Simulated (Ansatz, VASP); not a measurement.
# PbF2: VASP beside Ansatz

```
Pb F
1.0
     0.00000    2.94581    2.94581
     2.94581    0.00000    2.94581
     2.94581    2.94581    0.00000
Pb F
1 2
Direct
  0.00000 0.00000 0.00000
  0.25000 0.25000 0.25000
  0.75000 0.75000 0.75000
```

Alike in both runs: task single point; functional PBE-based global hybrid with a share of 0.1 of exact exchange; k mesh 4 × 4 × 4; no spin polarisation.

|  | VASP | Ansatz |
| --- | --- | --- |
| version | VASP 6.6.1 | Ansatz 0.2.0 |
| potentials or method | VASP PAW PBE potentials, release 64 (Pb_d, F) | plane waves |
| plane-wave cutoff (eV) | 520 | 420 |
| occupations | gaussian, width 0.01 eV | fixed |
| valence electrons in the cell | 28 | 28 |

|  | VASP | Ansatz | Ansatz less VASP |
| --- | --- | --- | --- |
| gap on the k mesh at the Fermi level (eV) | 5.22 | 5.22 | -0.005 |
| pressure (GPa) | 3.2 | 3.4 | +0.22 |

VASP's potentials were made for PBE, not for PBE-based global hybrid. Ansatz's warnings: stress exchange threshold loose, stress scf threshold loose.

The k mesh is coarse, so the values compare programs but aren't converged. Neither program's run includes spin-orbit coupling.
